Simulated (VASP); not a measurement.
Here is a VASP 6.6.1 calculation.

INCAR

```
SYSTEM = InPtCl3
PREC     = Accurate       ! precision mode
ENCUT    = 600            ! plane-wave cutoff, eV
EDIFF    = 1E-7           ! SCF threshold, eV
ISMEAR   = 0              ! smearing method
SIGMA    = 0.1            ! smearing width, eV
LREAL    = .FALSE.        ! projectors in reciprocal space
LASPH    = .TRUE.         ! aspherical terms in the spheres
NELM     = 100            ! most SCF steps
ALGO     = Normal         ! electronic algorithm
ISIF     = 3              ! what is computed and relaxed
LWAVE    = .FALSE.        ! write WAVECAR
LCHARG   = .FALSE.        ! write CHGCAR
GGA      = PE             ! functional
IBRION   = 2              ! ionic algorithm
NSW      = 90             ! ionic steps
EDIFFG   = -0.04          ! ionic threshold
```

File KPOINTS:

```
regular mesh
0
G
  4 4 4
  0 0 0
```

File POSCAR:

```
InPtCl3
1.0
    4.6944415900      0.0000000000      0.0000000000
    0.0000000000      4.6944415900      0.0000000000
    0.0000000000      0.0000000000      4.6944415900
In Pt Cl
1 1 3
Direct
    0.5000000000      0.5000000000      0.5000000000
    0.0000000000      0.0000000000      0.0000000000
    0.0000000000      0.0000000000      0.5000000000
    0.0000000000      0.5000000000      0.0000000000
    0.5000000000      0.0000000000      0.0000000000
```

Potentials or basis: VASP PAW PBE potentials, release 64 (In_d, Pt, Cl).

Launch:

```bash
$ cat potpaw_PBE.64/In_d/POTCAR potpaw_PBE.64/Pt/POTCAR potpaw_PBE.64/Cl/POTCAR > POTCAR
$ mpirun -np 1 vasp_std > vasp.out
```

Question: Estimate the band gap on the k mesh.

Answer: Zero (bands 22 and 23 overlap by 4.25 eV).

Question: Estimate the relaxed volume.

Answer: 24.67 Å³/atom.

Final structure:
```cif
data_structure
_symmetry_space_group_name_H-M 'P 1'
_symmetry_Int_Tables_number 1
_cell_length_a 4.9779
_cell_length_b 4.9779
_cell_length_c 4.9779
_cell_angle_alpha 90.000
_cell_angle_beta 90.000
_cell_angle_gamma 90.000
_cell_volume 123.35
loop_
_atom_site_label
_atom_site_type_symbol
_atom_site_fract_x
_atom_site_fract_y
_atom_site_fract_z
_atom_site_occupancy
In1 In 0.50000 0.50000 0.50000 1
Pt1 Pt 0.00000 0.00000 0.00000 1
Cl1 Cl 0.00000 0.00000 0.50000 1
Cl2 Cl 0.00000 0.50000 0.00000 1
Cl3 Cl 0.50000 0.00000 0.00000 1
```

Caveat: the volume moved by over 15 % at a fixed basis, so the end points are rough; spin-orbit coupling is left out, which moves the levels of the heavy elements.
